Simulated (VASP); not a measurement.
**B: relaxation of cell and atoms with PBEsol**

B:

```
CELL_PARAMETERS angstrom
-1.44372 2.71845 0.03115
-0.00980 -0.04355 -3.23131
-4.31067 -2.70715 -0.04882
ATOMIC_POSITIONS crystal
B 0.55513 0.38360 0.82955
B 0.01113 0.39737 0.31173
B 0.24851 0.05545 0.58917
B 0.79246 0.09505 0.06971
B 0.95264 0.61988 0.67097
B 0.49153 0.64751 0.16384
B 0.25554 0.91584 0.93494
B 0.69305 0.88530 0.43009
```

```yaml
Program: VASP 6.6.1
Task: relaxation of cell and atoms
Functional: PBEsol
Potentials_or_basis: VASP PAW PBE potentials, release 64 (B)
Cutoff: 600 eV
k_mesh: 8 × 8 × 6
Occupations: gaussian, width 0.1 eV
Spin: no spin polarisation
Dipole_correction: no
Further_INCAR_settings: ALGO = Normal; EDIFF = 1e-06; IBRION = 2; EDIFFG = -0.015; NSW = 100; ISIF = 3
```

The relaxed volume is 6.31 Å³/atom. The relaxed cell is a = 3.031 Å, b = 3.252 Å, c = 5.130 Å, α = 90.00°, β = 92.27°, γ = 89.99°. The space group after relaxing (to 0.1 Å) is Cmce (No. 64) and the energy gained by relaxing is 179.5 meV/atom. The ionic steps are 14. The pressure after relaxing is 0.0 GPa, the largest force after relaxing is 0.011 eV/Å and the band gap on the k mesh is zero (bands 12 and 13 overlap by 1.06 eV).

Forces in eV/Å, atoms in the order of the input:
```
B    0.003 -0.001  0.005
B    0.004  0.000  0.007
B    0.005 -0.003  0.001
B    0.008  0.000 -0.007
B   -0.006  0.005  0.004
B   -0.003  0.000  0.001
B   -0.006 -0.001 -0.006
B   -0.005  0.000 -0.003
```

Stress tensor (GPa, compression positive):
```
-0.09  0.00  0.00
 0.00 -0.01  0.03
 0.00  0.03  0.03
```

Step by step:
```tsv
step	energy change (eV)	largest force (eV/Å)	pressure (GPa)	volume (Å³)
1	0.0000	4.2098	11.86	50.49
2	-1.0657	1.4042	-14.21	53.91
3	-1.1463	1.1116	-10.53	53.07
4	-1.3842	0.6940	0.27	50.46
5	-1.3861	0.6349	-0.77	50.67
6	-1.4235	0.2707	1.24	50.29
7	-1.4237	0.2784	1.41	50.26
8	-1.4322	0.1294	-0.34	50.57
9	-1.4326	0.1171	-0.81	50.66
10	-1.4351	0.0689	-0.10	50.53
11	-1.4351	0.0693	-0.08	50.53
12	-1.4356	0.0217	0.11	50.49
13	-1.4356	0.0234	0.12	50.48
14	-1.4356	0.0107	-0.02	50.51
```

Final structure:
```
CELL_PARAMETERS angstrom
-1.46393 2.65382 -0.00001
0.00011 0.00043 -3.25154
-4.38993 -2.65365 -0.00026
ATOMIC_POSITIONS crystal
B 0.51656 0.41028 0.82885
B 0.01661 0.41035 0.32884
B 0.26665 0.08983 0.57884
B 0.76666 0.08962 0.07887
B 0.98325 0.58982 0.67116
B 0.48342 0.58973 0.17116
B 0.23344 0.91013 0.92113
B 0.73342 0.91024 0.42115
```

Levels at points of the mesh, in eV from the Fermi level:
| k point | band 8 | band 9 | band 10 | band 11 | band 12 | band 13 | band 14 | band 15 | band 16 | band 17 |
| --- | --- | --- | --- | --- | --- | --- | --- | --- | --- | --- |
| (0.00, 0.00, 0.00) | -4.70 | -4.69 | -4.68 | -3.61 | 0.47 | 0.83 | 1.48 | 1.49 | 2.48 | 2.51 |
| (0.50, 0.00, 0.00) | -5.57 | -4.42 | -4.42 | -1.43 | -1.43 | 1.17 | 1.17 | 3.22 | 3.22 | 3.47 |
| (0.00, 0.50, 0.00) | -4.40 | -1.98 | -1.97 | -1.58 | -1.57 | 0.83 | 0.83 | 1.91 | 1.91 | 6.36 |
| (0.50, 0.50, 0.00) | -7.82 | -7.08 | -7.08 | -7.08 | -7.07 | 4.66 | 4.67 | 4.67 | 4.67 | 8.13 |
| (0.00, 0.00, 0.50) | -5.46 | -4.61 | -4.61 | -3.63 | -3.62 | 3.29 | 3.29 | 4.20 | 4.20 | 5.40 |
| (0.50, 0.00, 0.50) | -5.47 | -4.67 | -4.67 | -3.61 | -1.84 | -0.59 | 0.57 | 1.42 | 1.43 | 4.55 |
| (0.00, 0.50, 0.50) | -6.04 | -3.29 | -3.29 | -3.29 | -3.29 | 2.21 | 2.21 | 2.21 | 2.21 | 7.27 |
| (0.50, 0.50, 0.50) | -9.44 | -4.42 | -4.42 | -3.96 | -3.95 | 0.77 | 0.77 | 1.95 | 1.95 | 9.15 |

Run time: 18 min on 1 thread of Intel(R) Xeon(R) Platinum 8259CL CPU @ 2.50GHz (Skylake/Cascade Lake), with other jobs on the host, peak memory 0.28 GiB.

Caveat: the PAW data sets were made with another functional, which shifts forces and pressure a little.
